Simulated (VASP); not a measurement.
# Cd (Fd-3m) in VASP: further runs

Cd is run at these levels: revPBE; tasks: single point.

All numbers are computed with VASP 6.6.1; they aren't measurements. Logs are shortened: lines on timing, memory, paths and dates and some standing lists are left out, and cuts for length are marked.

## Step 1: The cell of the first run

Symmetry: Fd-3m, No. 227, cubic system. Conventional cell: a = 6.584 Å, b = 6.584 Å, c = 6.584 Å, α = 90.00°, β = 90.00°, γ = 90.00°. Within 3.8 Å of Cd (site symmetry -43m) lie 4 Cd at 2.85 Å.

## Step 2: Single point, revPBE (volume scaled by 0.88)

INCAR reads:

```
ALGO = Normal
EDIFF = 1E-7
ENCUT = 520
GGA = RE
ISIF = 2
ISMEAR = -1
LASPH = T
LCHARG = F
LREAL = F
LWAVE = F
NBANDS = 19
NELM = 100
PREC = Accurate
SIGMA = 0.1
```

KPOINTS reads:

```
k-points
0
Gamma
  9 9 9
```

POSCAR reads:

```
Cd
1.0
    0.0000000000      3.2918444874      3.2918444874
    3.2918444874      0.0000000000      3.2918444874
    3.2918444874      3.2918444874      0.0000000000
Cd
2
Direct
    0.1250000000      0.1250000000      0.1250000000
    0.8750000000      0.8750000000      0.8750000000
```

Potentials or basis: VASP PAW PBE potentials, release 64 (Cd).

Launch:

```sh
cat potpaw_PBE.64/Cd/POTCAR > POTCAR
mpirun -np 1 vasp_std > vasp.out
```

OUTCAR:

```text
EDIFF = 1E-7
   ENCUT = 520
   GGA = RE
   ISIF = 2
   ISMEAR = -1
   LASPH = T
   LREAL = F
   NELM = 100
   PREC = Accurate

 ion  position               nearest neighbor table
   1  0.125  0.125  0.125-   2 2.85   2 2.85   2 2.85   2 2.85
   2  0.875  0.875  0.875-   1 2.85   1 2.85   1 2.85   1 2.85

  LATTYP: Found a face centered cubic cell.
 ALAT       =     6.5836889748

  Lattice vectors:

 A1 = (   0.0000000000,   3.2918444874,   3.2918444874)
 A2 = (   3.2918444874,   0.0000000000,   3.2918444874)
 A3 = (   3.2918444874,   3.2918444874,   0.0000000000)

Analysis of symmetry for initial positions (statically):
=====================================================================
 Subroutine PRICEL returns:
 Original cell was already a primitive cell.

 Routine SETGRP: Setting up the symmetry group for a
 face centered cubic supercell.

 Subroutine GETGRP returns: Found 48 space group operations
 (whereof 12 operations were pure point group operations)
 out of a pool of 48 trial point group operations.

The static configuration has the point symmetry D_3d.
 The point group associated with its full space group is O_h .

Analysis of symmetry for dynamics (positions and initial velocities):
=====================================================================
 Subroutine PRICEL returns:
 Original cell was already a primitive cell.

 Routine SETGRP: Setting up the symmetry group for a
 face centered cubic supercell.

 Subroutine GETGRP returns: Found 48 space group operations
 (whereof 12 operations were pure point group operations)
 out of a pool of 48 trial point group operations.

The dynamic configuration has the point symmetry D_3d.
 The point group associated with its full space group is O_h .

 Subroutine INISYM returns: Found 48 space group operations
 (whereof 12 operations are pure point group operations),
 and found     1 'primitive' translations

----------------------------------------------------------------------------------------

                                     Primitive cell

  volume of cell :      71.3424

  direct lattice vectors                    reciprocal lattice vectors
     0.000000000  3.291844487  3.291844487    -0.151890529  0.151890529  0.151890529
     3.291844487  0.000000000  3.291844487     0.151890529 -0.151890529  0.151890529
     3.291844487  3.291844487  0.000000000     0.151890529  0.151890529 -0.151890529

  length of vectors
     4.655371119  4.655371119  4.655371119     0.263082113  0.263082113  0.263082113

  position of ions in fractional coordinates (direct lattice)
     0.125000000  0.125000000  0.125000000
     0.875000000  0.875000000  0.875000000

  ion indices of the primitive-cell ions
   primitive index   ion index
                 1           1
                 2           2

----------------------------------------------------------------------------------------

 KPOINTS: k-points

Automatic generation of k-mesh.
 Grid dimensions read from file:
 generate k-points for:    9    9    9

 Generating k-lattice:

  Cartesian coordinates                     Fractional coordinates (reciprocal lattice)
    -0.016876725  0.016876725  0.016876725     0.111111111  0.000000000  0.000000000
     0.016876725 -0.016876725  0.016876725     0.000000000  0.111111111  0.000000000
     0.016876725  0.016876725 -0.016876725     0.000000000  0.000000000  0.111111111

  Length of vectors
     0.029231346  0.029231346  0.029231346

  Shift w.r.t. Gamma in fractional coordinates (k-lattice)
     0.000000000  0.000000000  0.000000000

 Subroutine IBZKPT returns following result:
 ===========================================

 Found     35 irreducible k-points:

 Following reciprocal coordinates:
            Coordinates               Weight
  0.000000  0.000000  0.000000      1.000000
  0.111111  0.000000  0.000000      8.000000
  0.222222  0.000000  0.000000      8.000000
  0.333333  0.000000  0.000000      8.000000
  0.444444  0.000000  0.000000      8.000000
  0.111111  0.111111  0.000000      6.000000
[... 16 lines left out ...]
 -0.333333  0.333333  0.000000     12.000000
  0.444444  0.444444  0.000000      6.000000
 [... further k-points ...]
   k-points           NKPTS =     35   k-points in BZ     NKDIM =     35   number of bands    NBANDS=     19
   number of dos      NEDOS =    301   number of ions     NIONS =      2
   total plane-waves  NPLWV =  46656
   dimension x,y,z NGX =    36 NGY =   36 NGZ =   36
   dimension x,y,z NGXF=    72 NGYF=   72 NGZF=   72
   ions per type =               2
   NGX,Y,Z   is equivalent  to a cutoff of  12.86, 12.86, 12.86 a.u.
   NGXF,Y,Z  is equivalent  to a cutoff of  25.71, 25.71, 25.71 a.u.
 SYSTEM =  unknown system
   PREC   = accura    normal or accurate (medium, high low for compatibility)
   ISTART =      0    job   : 0-new  1-cont  2-samecut
   ICHARG =      2    charge: 1-file 2-atom 10-const
   ISPIN  =      1    spin polarized calculation?
   LNONCOLLINEAR =      F non collinear calculations
   LSORBIT =      F    spin-orbit coupling
   LASPH  =      T    aspherical Exc in radial PAW
   ENCUT  =  520.0 eV  38.22 Ry    6.18 a.u.   8.66  8.66  8.66*2*pi/ulx,y,z
   NELM   =    100;   NELMIN=  2; NELMDL= -5     # of ELM steps
   EDIFF  = 0.1E-06   stopping-criterion for ELM
   LREAL  =      F    real-space projection
   EDIFFG = 0.1E-05   stopping-criterion for IOM
   NSW    =      0    number of steps for IOM
   IBRION =     -1    ionic relax: 0-MD 1-quasi-New 2-CG
   NFREE  =      0    steps in history (QN), initial steepest desc. (CG)
   ISIF   =      2    stress and relaxation
   ISYM   =      2    0-nonsym 1-usesym 2-fastsym
   POTIM  = 0.5000    time-step for ionic-motion
   TEBEG  =    0.0;   TEEND  =   0.0 temperature during run
   PSTRESS=    0.0 pullay stress
   NELECT =      24.0000    total number of electrons
   NUPDOWN=      -1.0000    fix difference up-down
   EMIN   =  10.00;   EMAX   =-10.00  energy-range for DOS
   EFERMI =   0.00;   METHOD = LEGACY
   ISMEAR =    -1;   SIGMA  =   0.10  broadening in eV -4-tet -1-fermi 0-gaus
   EFERMI_NEDOS =   21; number of points for ismear=-14 and -15
   IALGO  =     38    algorithm
   IMIX   =      4    mixing-type and parameters
     AMIX     =   0.40;   BMIX     =  1.00
     AMIX_MAG =   1.60;   BMIX_MAG =  1.00
  volume/ion in A,a.u.               =      35.67       240.72
  Fermi-wavevector in a.u.,A,eV,Ry     =   1.138578  2.151600 17.638032  1.296359
  Thomas-Fermi vector in A             =   2.275282
   LORBIT       =      0    0 simple, 1 ext, 2 COOP (PROOUT), +10 PAW based schemes
   GGA     = RE    functional components
   LHFCALC =     F    Hartree Fock is set to
   AEXX    =    0.0000 exact exchange contribution
   IVDW    =     0    specifies the selected vdW correction
   LEPSILON=     F    determine dielectric tensor
   LRPA    =     F    only Hartree local field effects (RPA)
 non-spin polarized calculation
  energy-cutoff  :      520.00
  volume of cell :       71.34
 maximum number of plane-waves:      1948
   NGX = 17   NGY = 17   NGZ = 17

 number of electron      24.0000013 magnetization

 Free energy of the ion-electron system (eV)
  ---------------------------------------------------
  ext. energy  EPLUGINS =         0.00000000
  ---------------------------------------------------
  free energy    TOTEN  =        -0.28522401 eV

  energy without entropy =       -0.24846499  energy(sigma->0) =       -0.26684450

 E-fermi :   0.3878     XC(G=0):  -8.1868

 val. band max:        0.3674779161   @ k =  -0.2222   0.3333   0.1111
 cond. band min:       0.4557289752   @ k =   0.3333   0.2222   0.0000
 fundamental gap:      0.0882510592
 Fermi energy:         0.3877617031

 k-point     1 :       0.0000    0.0000    0.0000
  band No.  band energies     occupation
      1      -8.8575      2.00000
      2      -8.8575      2.00000
      3      -8.8575      2.00000
      4      -8.8040      2.00000
      5      -8.8040      2.00000
      6      -8.1144      2.00000
[... 11 lines left out ...]
     18       6.0250      0.00000
     19       7.5102      0.00000

 k-point     2 :       0.1111    0.0000    0.0000
  band No.  band energies     occupation
      1      -8.8901      2.00000
      2      -8.8901      2.00000
      3      -8.8543      2.00000
      4      -8.7596      2.00000
      5      -8.7596      2.00000
      6      -8.1311      2.00000
[... 11 lines left out ...]
     18       7.0829      0.00000
     19       8.4393      0.00000

 k-point     3 :       0.2222    0.0000    0.0000
  band No.  band energies     occupation
      1      -8.9183      2.00000
      2      -8.9183      2.00000
      3      -8.8464      2.00000
      4      -8.7056      2.00000
      5      -8.7056      2.00000
      6      -8.1726      2.00000
[... 11 lines left out ...]
     18       8.3037      0.00000
     19       8.5854      0.00000

 k-point     4 :       0.3333    0.0000    0.0000
  band No.  band energies     occupation
      1      -8.9253      2.00000
      2      -8.9253      2.00000
      3      -8.8380      2.00000
      4      -8.6788      2.00000
      5      -8.6788      2.00000
      6      -8.2191      2.00000
[... 11 lines left out ...]
     18       7.8871      0.00000
     19       9.9135      0.00000

 k-point     5 :       0.4444    0.0000    0.0000
  band No.  band energies     occupation
      1      -8.9213      2.00000
      2      -8.9213      2.00000
      3      -8.8325      2.00000
      4      -8.6763      2.00000
      5      -8.6763      2.00000
      6      -8.2493      2.00000
[... 11 lines left out ...]
     18       7.5649      0.00000
     19      11.5018      0.00000
[... 334 lines left out ...]
      2      -8.9291      2.00000
      3      -8.8531      2.00000
      4      -8.6224      2.00000
      5      -8.5214      2.00000
      6      -8.3782      2.00000
[... 11 lines left out ...]
     18      10.5062      0.00000
     19      12.8775      0.00000

 k-point    22 :      -0.4444    0.3333    0.0000
  band No.  band energies     occupation
      1      -9.0098      2.00000
      2      -8.9435      2.00000
      3      -8.7893      2.00000
      4      -8.5865      2.00000
      5      -8.4640      2.00000
      6      -8.3948      2.00000
[... 11 lines left out ...]
     18      10.0099      0.00000
     19      11.4577      0.00000

 k-point    23 :      -0.3333    0.3333    0.0000
  band No.  band energies     occupation
      1      -9.0198      2.00000
      2      -8.9574      2.00000
      3      -8.7595      2.00000
      4      -8.5052      2.00000
      5      -8.4708      2.00000
      6      -8.4524      2.00000
[... 11 lines left out ...]
     18       9.2822      0.00000
     19       9.7332      0.00000

 k-point    24 :       0.4444    0.4444    0.0000
  band No.  band energies     occupation
      1      -8.9328      2.00000
      2      -8.9328      2.00000
      3      -8.8571      2.00000
      4      -8.7331      2.00000
      5      -8.4442      2.00000
      6      -8.2959      2.00000
[... 11 lines left out ...]
     18      11.9171      0.00000
     19      12.9085      0.00000

 [... further k-points ...]
[... 5 lines left out ...]
  --------------------------------------------------------------------------------------
  -------------------------------------------------------------------------------------
  Total        0.8740059      0.8740059      0.8740059      0.0000000     -0.0000000     -0.0000000
  in kB       19.6280437     19.6280437     19.6280437      0.0000000     -0.0000000     -0.0000000
  external PRESSURE =      19.6280437 kB  Pullay stress =       0.0000000 kB

 VOLUME and BASIS-vectors are now :
 -----------------------------------------------------------------------------
  energy-cutoff  :      520.00
  volume of cell :       71.34
      direct lattice vectors                 reciprocal lattice vectors
     0.000000000  3.291844487  3.291844487    -0.151890529  0.151890529  0.151890529
     3.291844487  0.000000000  3.291844487     0.151890529 -0.151890529  0.151890529
     3.291844487  3.291844487  0.000000000     0.151890529  0.151890529 -0.151890529

 POSITION                                       TOTAL-FORCE (eV/Angst)
 -----------------------------------------------------------------------------------
      0.82296      0.82296      0.82296        -0.000000     -0.000000     -0.000000
      5.76073      5.76073      5.76073         0.000000      0.000000      0.000000
 -----------------------------------------------------------------------------------
    total drift:                                0.000000      0.000000      0.000000

  FREE ENERGIE OF THE ION-ELECTRON SYSTEM (eV)
  ---------------------------------------------------
  free  energy   TOTEN  =        -0.2852240128 eV

  energy  without entropy=       -0.2484649919  energy(sigma->0) =       -0.26684450
```

It took 45 s on 1 thread of Intel Xeon Platinum 8175M at 2.50GHz (Skylake/Cascade Lake), shared host; peak memory 0.21 GiB.

Results:

| Property | Result |
| --- | --- |
| Free energy | -0.2852 eV |
| Pressure | 2.0 GPa |
| Band gap on the k mesh | zero (band 12 reaches 4.82 eV, above the bottom of band 13 at -0.05 eV) |

Caveat: the PAW data sets were made with another functional, which shifts forces and pressure a little.

[end of part 1 of 2]
